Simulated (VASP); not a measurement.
# Li2Se (Fm-3m) in VASP: a series of runs

The runs below take Li2Se through single point, with PBE.

All numbers are computed with VASP 6.6.1; they aren't measurements. Logs are shortened: lines on timing, memory, paths and dates and some standing lists are left out, and cuts for length are marked.

### Step 1. The cell of the first run

The structure is cubic, space group Fm-3m (No. 225). Conventional cell: a = 6.025 Å, b = 6.025 Å, c = 6.025 Å, α = 90.00°, β = 90.00°, γ = 90.00°. Within 3.4 Å of Li (site symmetry -43m) lie 4 Se at 2.61 Å and 6 Li at 3.01 Å. Se (site symmetry m-3m) has 8 Li at 2.61 Å within 3.4 Å.

### Step 2. Single point, PBE

The input, INCAR:

```
ALGO     = Normal         # electronic algorithm
EDIFF    = 1E-6           # SCF threshold, eV
ENCUT    = 750            # plane-wave cutoff, eV
GGA      = PE             # functional
GGA_COMPAT= False        
ISIF     = 2              # what is computed and relaxed
ISMEAR   = 0              # smearing method
LASPH    = True           # aspherical terms in the spheres
LCHARG   = False          # write CHGCAR
LREAL    = False          # projectors in reciprocal space
LWAVE    = False          # write WAVECAR
NBANDS   = 13             # bands
NELM     = 120            # most SCF steps
PREC     = Accurate       # precision mode
SIGMA    = 0.05           # smearing width, eV
```

The input, KPOINTS:

```
k-points
0
Gamma
  6 6 6
```

The input, POSCAR:

```
Li2Se
1.0
    0.0000000000      3.0124751563      3.0124751563
    3.0124751563      0.0000000000      3.0124751563
    3.0124751563      3.0124751563      0.0000000000
Li Se
2 1
Direct
    0.2500000000      0.2500000000      0.2500000000
    0.7500000000      0.7500000000      0.7500000000
    0.0000000000      0.0000000000      0.0000000000
```

Potentials or basis: VASP PAW PBE potentials, release 64 (Li_sv, Se).

On the command line:

```sh
cat potpaw_PBE.64/Li_sv/POTCAR potpaw_PBE.64/Se/POTCAR > POTCAR
mpirun -np 1 vasp_std > vasp.out
```

OUTCAR:

```text
EDIFF = 1E-6
   ENCUT = 750
   GGA = PE
   ISIF = 2
   ISMEAR = 0
   LASPH = True
   LREAL = False
   NELM = 120
   PREC = Accurate

 ion  position               nearest neighbor table
   1  0.250  0.250  0.250-   3 2.61   3 2.61   3 2.61   3 2.61
   2  0.750  0.750  0.750-   3 2.61   3 2.61   3 2.61   3 2.61
   3  0.000  0.000  0.000-   1 2.61   2 2.61   2 2.61   2 2.61   2 2.61   1 2.61   1 2.61   1 2.61

  LATTYP: Found a face centered cubic cell.
 ALAT       =     6.0249503126

  Lattice vectors:

 A1 = (   0.0000000000,   3.0124751563,   3.0124751563)
 A2 = (   3.0124751563,   0.0000000000,   3.0124751563)
 A3 = (   3.0124751563,   3.0124751563,   0.0000000000)

Analysis of symmetry for initial positions (statically):
[... 33 lines left out ...]
                                     Primitive cell

  volume of cell :      54.6765

  direct lattice vectors                    reciprocal lattice vectors
     0.000000000  3.012475156  3.012475156    -0.165976473  0.165976473  0.165976473
     3.012475156  0.000000000  3.012475156     0.165976473 -0.165976473  0.165976473
     3.012475156  3.012475156  0.000000000     0.165976473  0.165976473 -0.165976473

  length of vectors
     4.260283222  4.260283222  4.260283222     0.287479683  0.287479683  0.287479683

  position of ions in fractional coordinates (direct lattice)
     0.250000000  0.250000000  0.250000000
     0.750000000  0.750000000  0.750000000
     0.000000000  0.000000000  0.000000000

  ion indices of the primitive-cell ions
   primitive index   ion index
                 1           1
                 2           2
                 3           3

----------------------------------------------------------------------------------------

 KPOINTS: k-points

Automatic generation of k-mesh.
 Grid dimensions read from file:
 generate k-points for:    6    6    6

 Generating k-lattice:

  Cartesian coordinates                     Fractional coordinates (reciprocal lattice)
    -0.027662745  0.027662745  0.027662745     0.166666667  0.000000000  0.000000000
     0.027662745 -0.027662745  0.027662745     0.000000000  0.166666667  0.000000000
     0.027662745  0.027662745 -0.027662745     0.000000000  0.000000000  0.166666667

  Length of vectors
     0.047913281  0.047913281  0.047913281

  Shift w.r.t. Gamma in fractional coordinates (k-lattice)
     0.000000000  0.000000000  0.000000000

 Subroutine IBZKPT returns following result:
 ===========================================

 Found     16 irreducible k-points:

 Following reciprocal coordinates:
            Coordinates               Weight
  0.000000  0.000000  0.000000      1.000000
  0.166667  0.000000  0.000000      8.000000
  0.333333  0.000000  0.000000      8.000000
  0.500000  0.000000  0.000000      4.000000
  0.166667  0.166667  0.000000      6.000000
  0.333333  0.166667  0.000000     24.000000
[... 8 lines left out ...]
 -0.333333  0.333333  0.166667     24.000000
 -0.333333  0.500000  0.166667     12.000000
   k-points           NKPTS =     16   k-points in BZ     NKDIM =     16   number of bands    NBANDS=     13
   number of dos      NEDOS =    301   number of ions     NIONS =      3
   total plane-waves  NPLWV =  64000
   dimension x,y,z NGX =    40 NGY =   40 NGZ =   40
   dimension x,y,z NGXF=    80 NGYF=   80 NGZF=   80
   ions per type =               2   1
   NGX,Y,Z   is equivalent  to a cutoff of  15.61, 15.61, 15.61 a.u.
   NGXF,Y,Z  is equivalent  to a cutoff of  31.22, 31.22, 31.22 a.u.
 SYSTEM =  unknown system
   PREC   = accura    normal or accurate (medium, high low for compatibility)
   ISTART =      0    job   : 0-new  1-cont  2-samecut
   ICHARG =      2    charge: 1-file 2-atom 10-const
   ISPIN  =      1    spin polarized calculation?
   LNONCOLLINEAR =      F non collinear calculations
   LSORBIT =      F    spin-orbit coupling
   LASPH  =      T    aspherical Exc in radial PAW
   ENCUT  =  750.0 eV  55.12 Ry    7.42 a.u.   9.51  9.51  9.51*2*pi/ulx,y,z
   NELM   =    120;   NELMIN=  2; NELMDL= -5     # of ELM steps
   EDIFF  = 0.1E-05   stopping-criterion for ELM
   LREAL  =      F    real-space projection
   EDIFFG = 0.1E-04   stopping-criterion for IOM
   NSW    =      0    number of steps for IOM
   IBRION =     -1    ionic relax: 0-MD 1-quasi-New 2-CG
   NFREE  =      0    steps in history (QN), initial steepest desc. (CG)
   ISIF   =      2    stress and relaxation
   ISYM   =      2    0-nonsym 1-usesym 2-fastsym
   POTIM  = 0.5000    time-step for ionic-motion
   TEBEG  =    0.0;   TEEND  =   0.0 temperature during run
   PSTRESS=    0.0 pullay stress
   NELECT =      12.0000    total number of electrons
   NUPDOWN=      -1.0000    fix difference up-down
   EMIN   =  10.00;   EMAX   =-10.00  energy-range for DOS
   EFERMI =   0.00;   METHOD = LEGACY
   ISMEAR =     0;   SIGMA  =   0.05  broadening in eV -4-tet -1-fermi 0-gaus
   EFERMI_NEDOS =   21; number of points for ismear=-14 and -15
   IALGO  =     38    algorithm
   IMIX   =      4    mixing-type and parameters
     AMIX     =   0.40;   BMIX     =  1.00
     AMIX_MAG =   1.60;   BMIX_MAG =  1.00
  volume/ion in A,a.u.               =      18.23       122.99
  Fermi-wavevector in a.u.,A,eV,Ry     =   0.987495  1.866096 13.267684  0.975147
  Thomas-Fermi vector in A             =   2.118954
   LORBIT       =      0    0 simple, 1 ext, 2 COOP (PROOUT), +10 PAW based schemes
   GGA     = PE    functional components
   LHFCALC =     F    Hartree Fock is set to
   AEXX    =    0.0000 exact exchange contribution
   IVDW    =     0    specifies the selected vdW correction
   LEPSILON=     F    determine dielectric tensor
   LRPA    =     F    only Hartree local field effects (RPA)
 non-spin polarized calculation
 Gauss-broadening in eV      SIGMA  =   0.05
  energy-cutoff  :      750.00
  volume of cell :       54.68
 maximum number of plane-waves:      2637
 NGX is ok and might be reduce to    40
   NGX = 19   NGY = 19   NGZ = 19

 number of electron      12.0000004 magnetization

 Free energy of the ion-electron system (eV)
  ---------------------------------------------------
  ext. energy  EPLUGINS =         0.00000000
  ---------------------------------------------------
  free energy    TOTEN  =       -11.13018363 eV

  energy without entropy =      -11.13018363  energy(sigma->0) =      -11.13018363

 E-fermi :   1.2125     XC(G=0):  -8.2250

 val. band max:        0.9400400938   @ k =   0.0000   0.0000   0.0000
 cond. band min:       3.9223841086   @ k =   0.5000   0.5000   0.0000
 fundamental gap:      2.9823440147
 Fermi energy:         1.2125066928

 k-point     1 :       0.0000    0.0000    0.0000
  band No.  band energies     occupation
      1     -43.7896      2.00000
      2     -43.7668      2.00000
      3     -10.4230      2.00000
      4       0.9400      2.00000
      5       0.9400      2.00000
      6       0.9400      2.00000
      7       4.2809      0.00000
      8       6.5540      0.00000
      9       6.5540      0.00000
     10       6.5540      0.00000
     11      11.4890      0.00000
     12      11.4890      0.00000
     13      11.8195      0.00000

 k-point     2 :       0.1667    0.0000    0.0000
  band No.  band energies     occupation
      1     -43.7879      2.00000
      2     -43.7682      2.00000
      3     -10.3408      2.00000
      4      -0.0695      2.00000
      5       0.7893      2.00000
      6       0.7893      2.00000
      7       5.0110      0.00000
      8       6.9120      0.00000
      9       6.9120      0.00000
     10       7.1686      0.00000
     11      10.0351      0.00000
     12      10.0351      0.00000
     13      11.9934      0.00000

 k-point     3 :       0.3333    0.0000    0.0000
  band No.  band energies     occupation
      1     -43.7836      2.00000
      2     -43.7721      2.00000
      3     -10.1631      2.00000
      4      -1.3983      2.00000
      5       0.5333      2.00000
      6       0.5333      2.00000
      7       5.7333      0.00000
      8       7.0571      0.00000
      9       7.0571      0.00000
     10       8.3479      0.00000
     11      10.4882      0.00000
     12      10.4882      0.00000
     13      12.6180      0.00000

 k-point     4 :       0.5000    0.0000    0.0000
  band No.  band energies     occupation
      1     -43.7778      2.00000
      2     -43.7777      2.00000
      3     -10.0663      2.00000
      4      -1.9278      2.00000
      5       0.4221      2.00000
      6       0.4221      2.00000
      7       6.0034      0.00000
      8       6.8924      0.00000
      9       6.8924      0.00000
     10       8.8404      0.00000
     11      12.3694      0.00000
     12      12.3694      0.00000
     13      13.4684      0.00000

 k-point     5 :       0.1667    0.1667    0.0000
  band No.  band energies     occupation
      1     -43.7875      2.00000
      2     -43.7685      2.00000
      3     -10.3140      2.00000
      4       0.0852      2.00000
      5       0.4918      2.00000
      6       0.4918      2.00000
      7       5.1935      0.00000
      8       6.6847      0.00000
      9       7.4054      0.00000
     10       7.4054      0.00000
     11       8.8870      0.00000
     12      11.9184      0.00000
     13      12.6711      0.00000
[... 129 lines left out ...]
 k-point    14 :       0.5000    0.3333    0.1667
  band No.  band energies     occupation
      1     -43.7815      2.00000
      2     -43.7739      2.00000
      3     -10.0457      2.00000
      4      -1.2676      2.00000
      5      -0.4720      2.00000
      6       0.0143      2.00000
      7       5.7590      0.00000
      8       7.2780      0.00000
      9       7.8086      0.00000
     10       9.5240      0.00000
     11      10.0475      0.00000
     12      12.1551      0.00000
     13      14.1893      0.00000

 k-point    15 :      -0.3333    0.3333    0.1667
  band No.  band energies     occupation
      1     -43.7777      2.00000
      2     -43.7777      2.00000
      3      -9.9809      2.00000
      4      -1.4230      2.00000
      5      -0.6593      2.00000
      6      -0.2437      2.00000
      7       6.1856      0.00000
      8       6.9281      0.00000
      9       9.1376      0.00000
     10       9.6119      0.00000
     11       9.7423      0.00000
     12      11.7203      0.00000
     13      13.4449      0.00000

 k-point    16 :      -0.3333    0.5000    0.1667
  band No.  band energies     occupation
      1     -43.7795      2.00000
      2     -43.7757      2.00000
      3      -9.9531      2.00000
      4      -1.1338      2.00000
      5      -0.7199      2.00000
      6      -0.7156      2.00000
      7       5.1859      0.00000
      8       7.9496      0.00000
      9       8.4496      0.00000
     10      10.1389      0.00000
     11      11.5349      0.00000
     12      12.3907      0.00000
     13      12.8204      0.00000

------------------------ aborting loop because EDIFF is reached ----------------------------------------

  FORCE on cell =-STRESS in cart. coord.  units (eV):
  Direction    XX          YY          ZZ          XY          YZ          ZX
  --------------------------------------------------------------------------------------
  -------------------------------------------------------------------------------------
  Total       -0.1264185     -0.1264185     -0.1264185      0.0000000      0.0000000     -0.0000000
  in kB       -3.7044240     -3.7044240     -3.7044240      0.0000000      0.0000000     -0.0000000
  external PRESSURE =      -3.7044240 kB  Pullay stress =       0.0000000 kB

 VOLUME and BASIS-vectors are now :
 -----------------------------------------------------------------------------
  energy-cutoff  :      750.00
  volume of cell :       54.68
      direct lattice vectors                 reciprocal lattice vectors
     0.000000000  3.012475156  3.012475156    -0.165976473  0.165976473  0.165976473
     3.012475156  0.000000000  3.012475156     0.165976473 -0.165976473  0.165976473
     3.012475156  3.012475156  0.000000000     0.165976473  0.165976473 -0.165976473

 POSITION                                       TOTAL-FORCE (eV/Angst)
 -----------------------------------------------------------------------------------
      1.50624      1.50624      1.50624         0.000000      0.000000      0.000000
      4.51871      4.51871      4.51871        -0.000000     -0.000000      0.000000
      0.00000      0.00000      0.00000         0.000000     -0.000000     -0.000000
 -----------------------------------------------------------------------------------
    total drift:                                0.000000     -0.000000      0.000000

  FREE ENERGIE OF THE ION-ELECTRON SYSTEM (eV)
  ---------------------------------------------------
  free  energy   TOTEN  =       -11.1301836292 eV

  energy  without entropy=      -11.1301836292  energy(sigma->0) =      -11.13018363
```

Run time: 24 s. Hardware: 1 thread of Intel Xeon Platinum 8375C at 2.90GHz (Ice Lake), shared host; peak memory 0.23 GiB.

What came out:

| Item | Value |
| --- | --- |
| Free energy | -11.1302 eV |
| Pressure | -0.4 GPa |
| Band gap on the k mesh | 2.98 eV, indirect (least direct gap 3.34 eV) |

Levels at points of the mesh, in eV from the valence-band top:
| k point | band 3 | band 4 | band 5 | band 6 | band 7 | band 8 | band 9 | band 10 |
| --- | --- | --- | --- | --- | --- | --- | --- | --- |
| (0.00, 0.00, 0.00) | -11.36 | 0.00 | 0.00 | 0.00 | 3.34 | 5.61 | 5.61 | 5.61 |
| (0.50, 0.00, 0.00) | -11.01 | -2.87 | -0.52 | -0.52 | 5.06 | 5.95 | 5.95 | 7.90 |
| (0.50, 0.50, 0.00) | -10.90 | -2.25 | -1.42 | -1.42 | 2.98 | 6.14 | 10.24 | 10.24 |

### Step 3. Single point, PBE

This run uses another cell than the first one, of 18.15 Å³/atom, 0.996 times its volume.

The input, INCAR:

```
SYSTEM = Li2Se
  PREC = Accurate
  ENCUT = 750
  EDIFF = 1E-6
  ISMEAR = 0
  SIGMA = 0.05
  LREAL = .FALSE.
  LASPH = .TRUE.
  NELM = 120
  ALGO = Normal
  ISIF = 2
  LWAVE = .FALSE.
  LCHARG = .TRUE.
  GGA = PE
  LELF = .TRUE.
  LVHAR = .TRUE.
  NBANDS = 13
  GGA_COMPAT = .FALSE.
```

The input, KPOINTS:

```
regular mesh
0
G
  6 6 6
  0 0 0
```

The input, POSCAR:

```
Li2Se
1.0
    0.0000000000      3.0084531553      3.0084531553
    3.0084531553      0.0000000000      3.0084531553
    3.0084531553      3.0084531553      0.0000000000
Li Se
2 1
Direct
    0.2500000000      0.2500000000      0.2500000000
    0.7500000000      0.7500000000      0.7500000000
    0.0000000000      0.0000000000      0.0000000000
```

Potentials or basis: VASP PAW PBE potentials, release 64 (Li_sv, Se).

On the command line:

```sh
cat potpaw_PBE.64/Li_sv/POTCAR potpaw_PBE.64/Se/POTCAR > POTCAR
mpirun -np 1 vasp_std > vasp.out
```

Wall time 24 s (1 thread of Intel Xeon Platinum 8375C at 2.90GHz (Ice Lake), shared host); peak memory 0.24 GiB.

The run converged. Its results:

| Property | Result |
| --- | --- |
| Free energy | -11.1305 eV |
| Pressure | -0.2 GPa |
| Band gap on the k mesh | 2.98 eV, indirect (least direct gap 3.36 eV) |

Levels at points of the mesh, in eV from the valence-band top:
| k point | band 2 | band 3 | band 4 | band 5 | band 6 | band 7 | band 8 | band 9 | band 10 | band 11 |
| --- | --- | --- | --- | --- | --- | --- | --- | --- | --- | --- |
| (0.00, 0.00, 0.00) | -44.70 | -11.37 | 0.00 | 0.00 | 0.00 | 3.36 | 5.62 | 5.62 | 5.62 | 10.56 |
| (0.50, 0.00, 0.00) | -44.71 | -11.01 | -2.88 | -0.52 | -0.52 | 5.08 | 5.95 | 5.95 | 7.92 | 11.45 |
| (0.50, 0.50, 0.00) | -44.71 | -10.90 | -2.26 | -1.42 | -1.42 | 2.98 | 6.15 | 10.27 | 10.27 | 11.33 |

A k mesh can miss the band edges. As with any semilocal functional, this PBE gap is likely too small.
